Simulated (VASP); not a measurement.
**B14As11: single point with PBE**

B14As11:

```
B As
1.0
     7.17689   -0.15729    0.04534
    -0.15729    7.26465    0.01659
     0.04534    0.01659    7.63261
B As
14 11
Direct
  0.70663 0.89286 0.09863
  0.85844 0.01705 0.63380
  0.92623 0.19137 0.80718
  0.91037 0.15740 0.22045
  0.81414 0.09295 0.01081
  0.30624 0.81468 0.83430
  0.38603 0.62382 0.82993
  0.57581 0.49339 0.76219
  0.42656 0.52666 0.59562
  0.48718 0.34322 0.90271
  0.47400 0.77019 0.09609
  0.72025 0.86101 0.29834
  0.36339 0.95629 0.00376
  0.57019 0.59291 0.96003
  0.83080 0.74620 0.55507
  0.12626 0.63769 0.95313
  0.77483 0.53969 0.11298
  0.18136 0.92524 0.60776
  0.68978 0.21684 0.42064
  0.07401 0.08206 0.98405
  0.48693 0.17503 0.11342
  0.24380 0.30572 0.70846
  0.43395 0.73262 0.37154
  0.83261 0.44259 0.66391
  0.19337 0.18008 0.43262
```

```json
{
 "Program": "VASP 6.6.1",
 "Task": "single point",
 "Functional": "PBE",
 "Potentials or basis": "VASP PAW PBE potentials, release 64 (B, As)",
 "Cutoff": "420 eV",
 "k mesh": "1 × 1 × 1, shifted",
 "Occupations": "fermi-dirac, width 0.3447 eV",
 "Spin": "no spin polarisation",
 "Dipole correction": "no",
 "Mended": "yes",
 "Further INCAR settings": "LREAL = Auto; ALGO = Normal; EDIFF = 1e-06; NBANDS = 66; ISYM = -1"
}
```

The pressure is 3.5 GPa, the largest force is 4.681 eV/Å and the band gap on the k mesh is zero (an odd number of electrons rules out a gap without spin polarisation).

Forces in eV/Å, atoms in the order of the input:
```
B    0.003  0.730 -2.446
B    0.506  1.597  1.145
B   -2.272 -1.371 -1.569
B   -1.049  0.301  0.202
B   -2.868 -0.085  0.372
B   -0.825  4.593 -0.372
B    2.851 -2.635 -1.200
B    0.068  0.134 -0.559
B   -0.281  0.613 -0.466
B   -0.639 -0.423  0.689
B    0.304 -0.764 -0.473
B   -0.084 -1.717  3.198
B   -0.076 -1.286 -0.282
B   -0.642  0.378  0.853
As  -0.253  3.398 -1.770
As  -1.806 -1.140  0.984
As   1.056  0.555  0.923
As  -0.446 -2.113 -0.314
As   1.767 -1.105 -0.168
As   3.901 -0.868  2.164
As  -0.115  1.228 -0.555
As   0.633  1.784  0.482
As  -0.014 -0.616  1.347
As   0.772 -2.105  0.982
As  -0.493  0.918 -3.165
```

Stress tensor (GPa, compression positive):
```
 3.59 -0.67 -0.97
-0.67  5.69 -1.63
-0.97 -1.63  1.18
```

Levels at points of the mesh, in eV from the Fermi level:
```tsv
k point	band 46	band 47	band 48	band 49	band 50	band 51
(0.25, 0.25, 0.25)	-0.69	-0.38	-0.08	0.02	0.17	0.36
```

It took 77 s on 1 thread of Intel(R) Xeon(R) Platinum 8259CL CPU @ 2.50GHz (Skylake/Cascade Lake), on a shared host, peak memory 0.32 GiB.

Caveat: the atoms stand as in a frame of molecular dynamics; so wide a smearing shifts energies and pressures.
